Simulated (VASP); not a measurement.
Wanted: the native input for a VASP 6.6.1 run.

```
Task                   : single point
Functional             : r2SCAN
Potentials or basis    : VASP PAW PBE potentials, release 64 (Ir)
Cutoff                 : 520 eV
k mesh                 : 15 × 15 × 4
Occupations            : fermi-dirac, width 0.1 eV
Spin                   : no spin polarisation
Dipole correction      : no
Further INCAR settings : ALGO = Normal; EDIFF = 1e-07; NBANDS = 26
```

Crystal: Ir.

```
Ir
1.0
     2.75574    0.00000    0.00000
    -1.37787    2.38654    0.00000
     0.00000    0.00000    9.00762
Ir
4
Direct
  0.00000 0.00000 0.00000
  0.00000 0.00000 0.50000
  0.33333 0.66667 0.25000
  0.66667 0.33333 0.75000
```

This cell differs from its parent crystal: volume scaled by 1.04.

The input as run:

POSCAR

```
Ir
1.0
    2.7557434069      0.0000000000      0.0000000000
   -1.3778717035      2.3865437967      0.0000000000
    0.0000000000      0.0000000000      9.0076173676
Ir
4
Direct
    0.0000000000      0.0000000000      1.0000000000
    0.0000000000      0.0000000000      0.5000000000
    0.3333333333      0.6666666667      0.2500000000
    0.6666666667      0.3333333333      0.7500000000
```

INCAR.step1

```
ALGO = Normal
EDIFF = 1E-4
ENCUT = 520
GGA = PE
ISMEAR = -1
LASPH = T
LCHARG = F
LREAL = F
LWAVE = T
NBANDS = 26
NELM = 60
PREC = Accurate
SIGMA = 0.1
```

INCAR.step2

```
ALGO = Normal
EDIFF = 1E-7
ENCUT = 520
ISIF = 2
ISMEAR = -1
ISTART = 1
LASPH = T
LCHARG = F
LMIXTAU = T
LREAL = F
LWAVE = F
METAGGA = R2SCAN
NBANDS = 26
NELM = 60
PREC = Accurate
SIGMA = 0.1
```

KPOINTS

```
k-points
0
Gamma
  15 15 4
```

Potentials or basis: VASP PAW PBE potentials, release 64 (Ir).

The run is started by

```sh
$ cat potpaw_PBE.64/Ir/POTCAR > POTCAR
$ cp INCAR.step1 INCAR
$ mpirun -np 1 vasp_std > vasp.out
$ cp INCAR.step2 INCAR
$ mpirun -np 1 vasp_std > vasp.out
```

Results of the run:

* Pressure: -11.4 GPa
* Band gap on the k mesh: zero (band 18 reaches 10.36 eV, above the bottom of band 19 at 7.91 eV)

Caveat: the PAW data sets were made with another functional, which shifts forces and pressure a little; spin-orbit coupling is left out, which moves the levels of the heavy elements.

Run time: 5 min on 1 thread of AMD EPYC 9R45 96-Core Processor (Zen 5), with other jobs on the host, peak memory 0.2 GiB.
